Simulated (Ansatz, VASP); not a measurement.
## AlN: VASP beside Ansatz

Contents of POSCAR:

```
AlN
1.0
    0.1228496377      2.1839935596      2.1839935596
    2.3068431973      0.0000000000      2.3068431973
    2.1839935596      2.1839935596      0.1228496377
Al N
1 1
Direct
    0.0000000000      0.0000000000      0.0000000000
    0.7500000000      0.7500000000      0.7500000000
```

The input INCAR.step1:

```
  PREC = Accurate
  ENCUT = 520
  ISMEAR = 0
  SIGMA = 0.05
  LREAL = F
  LASPH = T
  NELM = 100
  NBANDS = 11
  GGA = PE
  ALGO = Normal
  EDIFF = 1E-4
  LWAVE = T
  LCHARG = F
```

The input INCAR.step2:

```
  PREC = Accurate
  ENCUT = 520
  EDIFF = 1E-7
  ISMEAR = 0
  SIGMA = 0.05
  LREAL = F
  LASPH = T
  NELM = 100
  ALGO = Normal
  ISIF = 2
  LWAVE = F
  LCHARG = F
  METAGGA = R2SCAN
  LMIXTAU = T
  NBANDS = 11
  ISTART = 1
```

Contents of KPOINTS:

```
Automatic mesh
0
Gamma
  10 10 10
```

Input for Ansatz:

```yaml
crystal:
  lattice:
    - [0.1228496377, 2.1839935596, 2.1839935596]
    - [2.3068431973, 0.0, 2.3068431973]
    - [2.1839935596, 2.1839935596, 0.1228496377]
  atoms:
    - { symbol: Al, position: [0.0, 0.0, 0.0] }
    - { symbol: "N", position: [0.75, 0.75, 0.75] }
basis:
  ecutwfc: 500
kpoints:
  mp_grid: { grid: [10, 10, 10] }
hamiltonian:
  xc: r2scan
scf:
  occupations: { method: gaussian, width: 0.05 }
output:
  forces: true
  stress: true
  eigenvalues: true
```

Change from the starting cell: strain +0.1125 x Voigt [0, 0, 0, 0, 1, 0], atoms carried along.

Alike in both runs: task single point; functional r2SCAN; k mesh 10 × 10 × 10; occupations gaussian, width 0.05 eV; no spin polarisation.

```csv
,VASP,Ansatz
version,VASP 6.6.1,Ansatz 0.2.0
potentials or method,"VASP PAW PBE potentials, release 64 (Al, N), cutoff 520 eV","scalar-relativistic, plane waves, PAW"
valence electrons in the cell,8,8
```

```tsv
	VASP	Ansatz	Ansatz less VASP
gap on the k mesh at the Fermi level (eV)	3.33	3.34	+0.014
least direct gap on the mesh (eV)	4.29	4.26	-0.031
pressure (GPa)	3.3	3.6	+0.31
traceless stress, the component that is largest in VASP (GPa)	-27.21	-26.89	+0.323
rms of the force components (eV/Å)	0.597	0.585	-0.0118
```

VASP's potentials were made for PBE, not for r2SCAN. Atom by atom the forces differ by 0.012 eV/Å (rms over components). With one functional, cell and mesh, what is left measures potentials, basis and numerics.
